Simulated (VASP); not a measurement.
# WS2 in VASP: a series of runs

The runs below take WS2 through single point, with r2SCAN.

All numbers are computed with VASP 6.6.1; they aren't measurements. Logs are shortened: lines on timing, memory, paths and dates and some standing lists are left out, and cuts for length are marked.

## (1) The cell of the first run

The cell holds a slab with vacuum, 6 atoms: a = 3.181 Å, b = 3.181 Å, c = 24.162 Å, α = 90.00°, β = 90.00°, γ = 120.00°.

## (2) Single point, r2SCAN (strain +0.0200 x Voigt [0, 0, 1, 0, 0, 0])

File POSCAR:

```
WS2
1.0
    3.1814117282      0.0000000000      0.0000000000
   -1.5907058641      2.7551833765      0.0000000000
    0.0000000000      0.0000000000     24.1619092744
W S
2 4
Direct
    0.3333333333      0.6666666667      0.6379434935
    0.6666666667      0.3333333333      0.3620565065
    0.3333333333      0.6666666667      0.2962425097
    0.6666666667      0.3333333333      0.5721038223
    0.3333333333      0.6666666667      0.4278961777
    0.6666666667      0.3333333333      0.7037574903
```

File INCAR.step1:

```
  PREC = Accurate
  ENCUT = 520
  ISMEAR = 0
  SIGMA = 0.05
  LREAL = F
  LASPH = T
  NELM = 80
  NBANDS = 35
  GGA = PE
  ALGO = Normal
  EDIFF = 1E-4
  LWAVE = T
  LCHARG = F
```

File INCAR.step2:

```
  PREC = Accurate
  ENCUT = 520
  EDIFF = 1E-7
  ISMEAR = 0
  SIGMA = 0.05
  LREAL = F
  LASPH = T
  NELM = 80
  ALGO = Normal
  ISIF = 2
  LWAVE = F
  LCHARG = F
  METAGGA = R2SCAN
  LMIXTAU = T
  NBANDS = 35
  ISTART = 1
```

File KPOINTS:

```
Automatic mesh
0
Gamma
  12 12 2
```

Potentials or basis: VASP PAW PBE potentials, release 64 (W_sv, S).

On the command line:

```sh
$ cat potpaw_PBE.64/W_sv/POTCAR potpaw_PBE.64/S/POTCAR > POTCAR
$ cp INCAR.step1 INCAR
$ mpirun -np 1 vasp_std > vasp.out
$ cp INCAR.step2 INCAR
$ mpirun -np 1 vasp_std > vasp.out
```

OUTCAR:

```text
PREC = Accurate
   ENCUT = 520
   EDIFF = 1E-7
   ISMEAR = 0
   LREAL = F
   LASPH = T
   NELM = 80
   ISIF = 2
   METAGGA = R2SCAN
   ISTART = 1

 ion  position               nearest neighbor table
   1  0.333  0.667  0.638-   6 2.43   6 2.43   6 2.43   4 2.43   4 2.43   4 2.43
   2  0.667  0.333  0.362-   3 2.43   3 2.43   3 2.43   5 2.43   5 2.43   5 2.43
   3  0.333  0.667  0.296-   2 2.43   2 2.43   2 2.43
   4  0.667  0.333  0.572-   1 2.43   1 2.43   1 2.43
   5  0.333  0.667  0.428-   2 2.43   2 2.43   2 2.43
   6  0.667  0.333  0.704-   1 2.43   1 2.43   1 2.43

  LATTYP: Found a hexagonal cell.
 ALAT       =     3.1814117282
 C/A-ratio  =     7.5947130829

  Lattice vectors:

 A1 = (   3.1814117282,   0.0000000000,   0.0000000000)
 A2 = (  -1.5907058641,   2.7551833765,   0.0000000000)
 A3 = (   0.0000000000,   0.0000000000,  24.1619092744)

Analysis of symmetry for initial positions (statically):
=====================================================================
 Subroutine PRICEL returns:
 Original cell was already a primitive cell.

 Routine SETGRP: Setting up the symmetry group for a
 hexagonal supercell.

 Subroutine GETGRP returns: Found 12 space group operations
 (whereof 12 operations were pure point group operations)
 out of a pool of 24 trial point group operations.

The static configuration has the point symmetry D_3d.

Analysis of symmetry for dynamics (positions and initial velocities):
=====================================================================
 Subroutine PRICEL returns:
 Original cell was already a primitive cell.

 Routine SETGRP: Setting up the symmetry group for a
 hexagonal supercell.

 Subroutine GETGRP returns: Found 12 space group operations
 (whereof 12 operations were pure point group operations)
 out of a pool of 24 trial point group operations.

The dynamic configuration has the point symmetry D_3d.

 Subroutine INISYM returns: Found 12 space group operations
 (whereof 12 operations are pure point group operations),
 and found     1 'primitive' translations

----------------------------------------------------------------------------------------

                                     Primitive cell

  volume of cell :     211.7881

  direct lattice vectors                    reciprocal lattice vectors
     3.181411728  0.000000000  0.000000000     0.314325867  0.181476124  0.000000000
    -1.590705864  2.755183376  0.000000000     0.000000000  0.362952248  0.000000000
     0.000000000  0.000000000 24.161909274     0.000000000  0.000000000  0.041387458

  length of vectors
     3.181411728  3.181411728 24.161909274     0.362952248  0.362952248  0.041387458

  position of ions in fractional coordinates (direct lattice)
     0.333333333  0.666666667  0.637943494
     0.666666667  0.333333333  0.362056506
     0.333333333  0.666666667  0.296242510
     0.666666667  0.333333333  0.572103822
     0.333333333  0.666666667  0.427896178
     0.666666667  0.333333333  0.703757490

  ion indices of the primitive-cell ions
   primitive index   ion index
                 1           1
                 2           2
                 3           3
                 4           4
                 5           5
                 6           6

----------------------------------------------------------------------------------------

 KPOINTS: Automatic mesh

Automatic generation of k-mesh.
 Grid dimensions read from file:
 generate k-points for:   12   12    2

 Generating k-lattice:

  Cartesian coordinates                     Fractional coordinates (reciprocal lattice)
     0.026193822  0.015123010  0.000000000     0.083333333 -0.000000000  0.000000000
     0.000000000  0.030246021  0.000000000     0.000000000  0.083333333  0.000000000
     0.000000000  0.000000000  0.020693729     0.000000000  0.000000000  0.500000000

  Length of vectors
     0.030246021  0.030246021  0.020693729

  Shift w.r.t. Gamma in fractional coordinates (k-lattice)
     0.000000000  0.000000000  0.000000000

 Subroutine IBZKPT returns following result:
 ===========================================

 Found     38 irreducible k-points:

 Following reciprocal coordinates:
            Coordinates               Weight
  0.000000  0.000000  0.000000      1.000000
  0.083333 -0.000000  0.000000      6.000000
  0.166667 -0.000000  0.000000      6.000000
  0.250000 -0.000000  0.000000      6.000000
  0.333333 -0.000000  0.000000      6.000000
  0.416667  0.000000  0.000000      6.000000
[... 16 lines left out ...]
  0.250000 -0.000000  0.500000      6.000000
  0.333333 -0.000000  0.500000      6.000000
 [... further k-points ...]
   k-points           NKPTS =     38   k-points in BZ     NKDIM =     38   number of bands    NBANDS=     35
   number of dos      NEDOS =    301   number of ions     NIONS =      6
   total plane-waves  NPLWV = 103680
   dimension x,y,z NGX =    24 NGY =   24 NGZ =  180
   dimension x,y,z NGXF=    48 NGYF=   48 NGZF=  360
   ions per type =               2   4
   NGX,Y,Z   is equivalent  to a cutoff of  12.54, 12.54, 12.38 a.u.
   NGXF,Y,Z  is equivalent  to a cutoff of  25.08, 25.08, 24.77 a.u.
 SYSTEM =  unknown system
   PREC   = accura    normal or accurate (medium, high low for compatibility)
   ISTART =      1    job   : 0-new  1-cont  2-samecut
   ICHARG =      0    charge: 1-file 2-atom 10-const
   ISPIN  =      1    spin polarized calculation?
   LNONCOLLINEAR =      F non collinear calculations
   LSORBIT =      F    spin-orbit coupling
   LASPH  =      T    aspherical Exc in radial PAW
   ENCUT  =  520.0 eV  38.22 Ry    6.18 a.u.   5.92  5.92 44.93*2*pi/ulx,y,z
   NELM   =     80;   NELMIN=  2; NELMDL=  0     # of ELM steps
   EDIFF  = 0.1E-06   stopping-criterion for ELM
   LREAL  =      F    real-space projection
   EDIFFG = 0.1E-05   stopping-criterion for IOM
   NSW    =      0    number of steps for IOM
   IBRION =     -1    ionic relax: 0-MD 1-quasi-New 2-CG
   NFREE  =      0    steps in history (QN), initial steepest desc. (CG)
   ISIF   =      2    stress and relaxation
   ISYM   =      2    0-nonsym 1-usesym 2-fastsym
   POTIM  = 0.5000    time-step for ionic-motion
   TEBEG  =    0.0;   TEEND  =   0.0 temperature during run
   PSTRESS=    0.0 pullay stress
   NELECT =      52.0000    total number of electrons
   NUPDOWN=      -1.0000    fix difference up-down
   EMIN   =  10.00;   EMAX   =-10.00  energy-range for DOS
   EFERMI =   0.00;   METHOD = LEGACY
   ISMEAR =     0;   SIGMA  =   0.05  broadening in eV -4-tet -1-fermi 0-gaus
   EFERMI_NEDOS =   21; number of points for ismear=-14 and -15
   IALGO  =     38    algorithm
   IMIX   =      4    mixing-type and parameters
     AMIX     =   0.40;   BMIX     =  1.00
     AMIX_MAG =   1.60;   BMIX_MAG =  1.00
  volume/ion in A,a.u.               =      35.30       238.20
  Fermi-wavevector in a.u.,A,eV,Ry     =   1.025122  1.937199 14.298014  1.050874
  Thomas-Fermi vector in A             =   2.158945
   LORBIT       =      0    0 simple, 1 ext, 2 COOP (PROOUT), +10 PAW based schemes
   METAGGA = R2SCAN    functional components
   LHFCALC =     F    Hartree Fock is set to
   AEXX    =    0.0000 exact exchange contribution
   IVDW    =     0    specifies the selected vdW correction
   LEPSILON=     F    determine dielectric tensor
   LRPA    =     F    only Hartree local field effects (RPA)
 non-spin polarized calculation
 Gauss-broadening in eV      SIGMA  =   0.05
  energy-cutoff  :      520.00
  volume of cell :      211.79
 maximum number of plane-waves:      5748
 NGX is ok and might be reduce to    24
   NGX = 11   NGY = 11   NGZ = 89

 number of electron      52.0000001 magnetization

 Free energy of the ion-electron system (eV)
  ---------------------------------------------------
  ext. energy  EPLUGINS =         0.00000000
  ---------------------------------------------------
  free energy    TOTEN  =      -140.08499549 eV

  energy without entropy =     -140.08499549  energy(sigma->0) =     -140.08499549

 E-fermi :   0.9047     XC(G=0):  -6.2845

 val. band max:        0.6026451629   @ k =   0.0000   0.0000   0.5000
 cond. band min:       2.3976273737   @ k =   0.1667   0.1667   0.0000
 fundamental gap:      1.7949822108
 Fermi energy:         0.9047059827

 k-point     1 :       0.0000    0.0000    0.0000
  band No.  band energies     occupation
      1     -75.5641      2.00000
      2     -75.5641      2.00000
      3     -39.1371      2.00000
      4     -39.1371      2.00000
      5     -38.9758      2.00000
      6     -38.9758      2.00000
[... 27 lines left out ...]
     34       3.5856      0.00000
     35       6.0459      0.00000

 k-point     2 :       0.0833   -0.0000    0.0000
  band No.  band energies     occupation
      1     -75.5628      2.00000
      2     -75.5628      2.00000
      3     -39.1328      2.00000
      4     -39.1328      2.00000
      5     -38.9998      2.00000
      6     -38.9998      2.00000
[... 27 lines left out ...]
     34       3.7222      0.00000
     35       6.3000      0.00000

 k-point     3 :       0.1667   -0.0000    0.0000
  band No.  band energies     occupation
      1     -75.5593      2.00000
      2     -75.5593      2.00000
      3     -39.1208      2.00000
      4     -39.1208      2.00000
      5     -39.0650      2.00000
      6     -39.0650      2.00000
[... 27 lines left out ...]
     34       4.2145      0.00000
     35       6.7455      0.00000
[... 723 lines left out ...]
 k-point    23 :       0.2500   -0.0000    0.5000
  band No.  band energies     occupation
      1     -75.5546      2.00000
      2     -75.5546      2.00000
      3     -39.1529      2.00000
      4     -39.1529      2.00000
      5     -39.1045      2.00000
      6     -39.1045      2.00000
[... 27 lines left out ...]
     34       4.7226      0.00000
     35       7.3768      0.00000

 k-point    24 :       0.3333   -0.0000    0.5000
  band No.  band energies     occupation
      1     -75.5499      2.00000
      2     -75.5499      2.00000
      3     -39.2395      2.00000
      4     -39.2395      2.00000
      5     -39.0881      2.00000
      6     -39.0881      2.00000
[... 27 lines left out ...]
     34       5.0890      0.00000
     35       7.4336      0.00000

 [... further k-points ...]
[... 5 lines left out ...]
  --------------------------------------------------------------------------------------
  -------------------------------------------------------------------------------------
  Total       -1.2004407     -1.2004407     -3.9433911     -0.0000000      0.0000000     -0.0000000
  in kB       -9.0813344     -9.0813344    -29.8317545     -0.0000000      0.0000000     -0.0000000
  external PRESSURE =     -15.9981411 kB  Pullay stress =       0.0000000 kB

 VOLUME and BASIS-vectors are now :
 -----------------------------------------------------------------------------
  energy-cutoff  :      520.00
  volume of cell :      211.79
      direct lattice vectors                 reciprocal lattice vectors
     3.181411728  0.000000000  0.000000000     0.314325867  0.181476124  0.000000000
    -1.590705864  2.755183376  0.000000000     0.000000000  0.362952248  0.000000000
     0.000000000  0.000000000 24.161909274     0.000000000  0.000000000  0.041387458

 POSITION                                       TOTAL-FORCE (eV/Angst)
 -----------------------------------------------------------------------------------
     -0.00000      1.83679     15.41393         0.000000     -0.000000      0.000219
      1.59071      0.91839      8.74798        -0.000000      0.000000     -0.000219
     -0.00000      1.83679      7.15778        -0.000000      0.000000      0.605077
      1.59071      0.91839     13.82312         0.000000     -0.000000      0.593725
     -0.00000      1.83679     10.33879        -0.000000      0.000000     -0.593725
      1.59071      0.91839     17.00412         0.000000      0.000000     -0.605077
 -----------------------------------------------------------------------------------
    total drift:                               -0.000000      0.000000     -0.000000

  FREE ENERGIE OF THE ION-ELECTRON SYSTEM (eV)
  ---------------------------------------------------
  free  energy   TOTEN  =      -140.0849954909 eV

  energy  without entropy=     -140.0849954909  energy(sigma->0) =     -140.08499549
```

Run time: 41 min. Hardware: 1 thread of Oxide Virtual Turin-like, shared host; peak memory 0.46 GiB.

What came out:

```yaml
Free_energy: -140.0850 eV
Largest_force: 0.605 eV/Å
Band_gap_on_the_k_mesh: 1.79 eV, indirect (least direct gap 1.98 eV)
```

Forces on the atoms (eV/Å):
```
W    0.000  0.000  0.000
W    0.000  0.000  0.000
S    0.000  0.000  0.605
S    0.000  0.000  0.594
S    0.000  0.000 -0.594
S    0.000  0.000 -0.605
```

Caveat: the cell differs from its parent crystal (strain +0.0200 x Voigt [0, 0, 1, 0, 0, 0]); the PAW data sets were made with another functional, which shifts forces and pressure a little; spin-orbit coupling is left out, which moves the levels of the heavy elements.

## (3) Single point, r2SCAN (strain +0.0150 x Voigt [0, 0, 1, 0, 0, 0])

POSCAR: that of step 2 with these lines changed.

```diff
@@ -4,3 +4,3 @@
    -1.5907058641      2.7551833765      0.0000000000
-    0.0000000000      0.0000000000     24.1619092744
+    0.0000000000      0.0000000000     24.0434685427
 W S
```

File INCAR.step1:

```
SYSTEM = WS2
PREC     = Accurate       ! precision mode
ENCUT    = 520            ! plane-wave cutoff, eV
ISMEAR   = 0              ! smearing method
SIGMA    = 0.05           ! smearing width, eV
LREAL    = .FALSE.        ! projectors in reciprocal space
LASPH    = .TRUE.         ! aspherical terms in the spheres
NELM     = 100            ! most SCF steps
NBANDS   = 35             ! bands
GGA      = PE             ! functional
ALGO     = Normal         ! electronic algorithm
EDIFF    = 1E-4           ! SCF threshold, eV
LWAVE    = .TRUE.         ! write WAVECAR
LCHARG   = .FALSE.        ! write CHGCAR
```

File INCAR.step2:

```
SYSTEM = WS2
PREC     = Accurate       ! precision mode
ENCUT    = 520            ! plane-wave cutoff, eV
EDIFF    = 1E-6           ! SCF threshold, eV
ISMEAR   = 0              ! smearing method
SIGMA    = 0.05           ! smearing width, eV
LREAL    = .FALSE.        ! projectors in reciprocal space
LASPH    = .TRUE.         ! aspherical terms in the spheres
NELM     = 100            ! most SCF steps
ALGO     = Normal         ! electronic algorithm
ISIF     = 2              ! what is computed and relaxed
LWAVE    = .FALSE.        ! write WAVECAR
LCHARG   = .TRUE.         ! write CHGCAR
METAGGA  = R2SCAN         ! meta-GGA
LMIXTAU  = .TRUE.       
LELF     = .TRUE.         ! ELF
LVHAR    = .TRUE.       
NBANDS   = 35             ! bands
ISTART   = 1
```

File KPOINTS:

```
Automatic mesh
0
G
  12 12 2
  0 0 0
```

Potentials or basis: VASP PAW PBE potentials, release 64 (W_sv, S).

On the command line:

```sh
$ cat potpaw_PBE.64/W_sv/POTCAR potpaw_PBE.64/S/POTCAR > POTCAR
$ cp INCAR.step1 INCAR
$ mpirun -np 1 vasp_std > vasp.out
$ cp INCAR.step2 INCAR
$ mpirun -np 1 vasp_std > vasp.out
```

Wall time 37 min (1 thread of AMD EPYC 9755, shared host); peak memory 0.45 GiB.

Results (log left out):

```yaml
Free_energy: -140.1017 eV
Largest_force: 0.453 eV/Å
Band_gap_on_the_k_mesh: 1.78 eV, indirect (least direct gap 1.96 eV)
```

Forces on the atoms (eV/Å):
```
W    0.000  0.000  0.000
W    0.000  0.000  0.000
S    0.000  0.000  0.453
S    0.000  0.000  0.444
S    0.000  0.000 -0.444
S    0.000  0.000 -0.453
```

Levels at points of the mesh, in eV from the valence-band top:
```csv
k point,band 24,band 25,band 26,band 27,band 28,band 29
"(0.00, 0.00, 0.00)",-1.86,-0.45,0.00,2.86,2.86,2.87
"(0.50, 0.00, 0.00)",-1.53,-1.21,-1.17,2.82,2.83,3.21
"(0.00, 0.00, 0.50)",-1.86,-0.45,0.00,2.86,2.86,2.87
"(0.50, 0.00, 0.50)",-1.53,-1.21,-1.17,2.82,2.83,3.21
```

Caveat: the cell differs from its parent crystal (strain +0.0150 x Voigt [0, 0, 1, 0, 0, 0]); the PAW data sets were made with another functional, which shifts forces and pressure a little; spin-orbit coupling is left out, which moves the levels of the heavy elements.

## (4) Single point, r2SCAN (strain +0.0175 x Voigt [0, 0, 1, 0, 0, 0])

POSCAR: that of step 3 with these lines changed.

```diff
@@ -4,3 +4,3 @@
    -1.5907058641      2.7551833765      0.0000000000
-    0.0000000000      0.0000000000     24.0434685427
+    0.0000000000      0.0000000000     24.1026889086
 W S
```

File INCAR.step1:

```
SYSTEM = WS2
PREC = Accurate
ENCUT = 520
ISMEAR = 0
SIGMA = 0.05
LREAL = .FALSE.
LASPH = .TRUE.
NELM = 80
NBANDS = 35
GGA = PE
ALGO = Normal
EDIFF = 1E-4
LWAVE = .TRUE.
LCHARG = .FALSE.
```

File INCAR.step2:

```
SYSTEM = WS2
PREC = Accurate
ENCUT = 520
EDIFF = 1E-6
ISMEAR = 0
SIGMA = 0.05
LREAL = .FALSE.
LASPH = .TRUE.
NELM = 80
ALGO = Normal
ISIF = 2
LWAVE = .FALSE.
LCHARG = .TRUE.
METAGGA = R2SCAN
LMIXTAU = .TRUE.
LELF = .TRUE.
LVHAR = .TRUE.
NBANDS = 35
ISTART = 1
```

KPOINTS is that of step 3.

On the command line:

```sh
$ cat potpaw_PBE.64/W_sv/POTCAR potpaw_PBE.64/S/POTCAR > POTCAR
$ cp INCAR.step1 INCAR
$ mpirun -np 1 vasp_std > vasp.out
$ cp INCAR.step2 INCAR
$ mpirun -np 1 vasp_std > vasp.out
```

It took 39 min on 1 thread of AMD EPYC 9755, shared host; peak memory 0.45 GiB.

Results (log left out):

| Property | Result |
| --- | --- |
| Free energy | -140.0939 eV |
| Largest force | 0.530 eV/Å |
| Band gap on the k mesh | 1.79 eV, indirect (least direct gap 1.97 eV) |

Forces in eV/Å, atoms in the order of the input:
```
W    0.000  0.000  0.000
W    0.000  0.000  0.000
S    0.000  0.000  0.530
S    0.000  0.000  0.519
S    0.000  0.000 -0.519
S    0.000  0.000 -0.530
```

Levels at points of the mesh, in eV from the valence-band top:
| k point | band 24 | band 25 | band 26 | band 27 | band 28 | band 29 |
| --- | --- | --- | --- | --- | --- | --- |
| (0.00, 0.00, 0.00) | -1.82 | -0.44 | 0.00 | 2.88 | 2.88 | 2.89 |
| (0.50, 0.00, 0.00) | -1.50 | -1.19 | -1.15 | 2.84 | 2.85 | 3.22 |
| (0.00, 0.00, 0.50) | -1.82 | -0.44 | 0.00 | 2.88 | 2.88 | 2.89 |
| (0.50, 0.00, 0.50) | -1.50 | -1.19 | -1.15 | 2.84 | 2.85 | 3.22 |

Caveat: the cell differs from its parent crystal (strain +0.0175 x Voigt [0, 0, 1, 0, 0, 0]); the PAW data sets were made with another functional, which shifts forces and pressure a little; spin-orbit coupling is left out, which moves the levels of the heavy elements.

## (5) Summary

| cell | gap on the mesh (eV) | largest force (eV/Å) |
| --- | --- | --- |
| a = 3.181, b = 3.181, c = 24.162 Å, angles 90.0, 90.0, 120.0°, 6 atoms | 1.79 | 0.61 |
| a = 3.181, b = 3.181, c = 24.043 Å, angles 90.0, 90.0, 120.0°, 6 atoms | 1.78 | 0.45 |
| a = 3.181, b = 3.181, c = 24.103 Å, angles 90.0, 90.0, 120.0°, 6 atoms | 1.79 | 0.53 |

Alike in all rows: task single point; level r2SCAN; potentials or basis VASP PAW PBE potentials, release 64 (W_sv, S); no spin polarisation; k mesh 12 × 12 × 2; cutoff (eV) 520; smearing gaussian 0.05 eV.

Caveats: the PAW data sets were made with another functional, which shifts forces and pressure a little; spin-orbit coupling is left out, which moves the levels of the heavy elements.

Absolute energies hang on the potentials; compare differences alone.
